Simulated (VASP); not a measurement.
## Al: single point with PBE

Al:

```
Al
1.0
     7.84927    0.02539    0.30687
     0.02539    7.84624    0.00765
     0.30687    0.00765    7.34335
Al
24
Direct
  0.69326 0.88233 0.13785
  0.04182 0.59023 0.57706
  0.66688 0.47813 0.59664
  0.71826 0.81269 0.47377
  0.74450 0.18767 0.34540
  0.89583 0.93629 0.74662
  0.11042 0.21702 0.20783
  0.45108 0.13462 0.07192
  0.91044 0.52392 0.24237
  0.80269 0.25337 0.96626
  0.00470 0.23959 0.57862
  0.37815 0.71912 0.62037
  0.07253 0.84439 0.07727
  0.42962 0.78446 0.96558
  0.43672 0.04104 0.43042
  0.22112 0.06767 0.80402
  0.60845 0.14097 0.71293
  0.43773 0.43940 0.90766
  0.56578 0.50345 0.23242
  0.76928 0.60424 0.91346
  0.10484 0.42383 0.89505
  0.33879 0.37884 0.55593
  0.10759 0.91547 0.43371
  0.24529 0.58960 0.23669
```

| Quantity | Value |
| --- | --- |
| Program | VASP 6.6.1 |
| Task | single point |
| Functional | PBE |
| Potentials or basis | VASP PAW PBE potentials, release 64 (Al) |
| Cutoff | 520 eV |
| k mesh | 1 × 1 × 1, shifted |
| Occupations | fermi-dirac, width 0.05 eV |
| Spin | no spin polarisation |

The pressure is -3.1 GPa and the largest force is 0.653 eV/Å. The band gap on the k mesh is 0.55 eV.

Forces on the atoms (eV/Å):
```
Al   0.341  0.138 -0.148
Al  -0.310  0.420 -0.178
Al   0.395  0.029 -0.207
Al   0.064 -0.041  0.460
Al   0.039  0.042 -0.018
Al   0.183 -0.199  0.303
Al   0.347 -0.154 -0.067
Al  -0.070  0.036  0.339
Al   0.135  0.275  0.098
Al   0.169  0.007  0.259
Al  -0.170 -0.091  0.201
Al   0.094  0.292 -0.354
Al  -0.455  0.245 -0.082
Al  -0.167  0.227  0.083
Al  -0.546 -0.285  0.144
Al   0.033 -0.179 -0.161
Al  -0.266 -0.130 -0.469
Al   0.477 -0.073 -0.284
Al   0.329 -0.197  0.060
Al   0.161  0.027 -0.178
Al  -0.230  0.017  0.156
Al  -0.086 -0.387 -0.332
Al   0.112  0.068  0.085
Al  -0.578 -0.087  0.290
```

Stress tensor (GPa, compression positive):
```
-2.76  9.18  2.81
 9.18 -5.74  4.46
 2.81  4.46 -0.93
```

Levels at points of the mesh, in eV from the valence-band top:
```tsv
k point	band 33	band 34	band 35	band 36	band 37	band 38	band 39	band 40
(0.25, 0.25, 0.25)	-0.39	-0.12	-0.10	0.00	0.55	0.68	1.19	1.33
```

Run time: 35 s on 1 thread of Intel(R) Xeon(R) Platinum 8375C CPU @ 2.90GHz (Ice Lake), on a shared host, peak memory 0.41 GiB.

Caveat: the k points lie up to 0.86 Å⁻¹ apart.
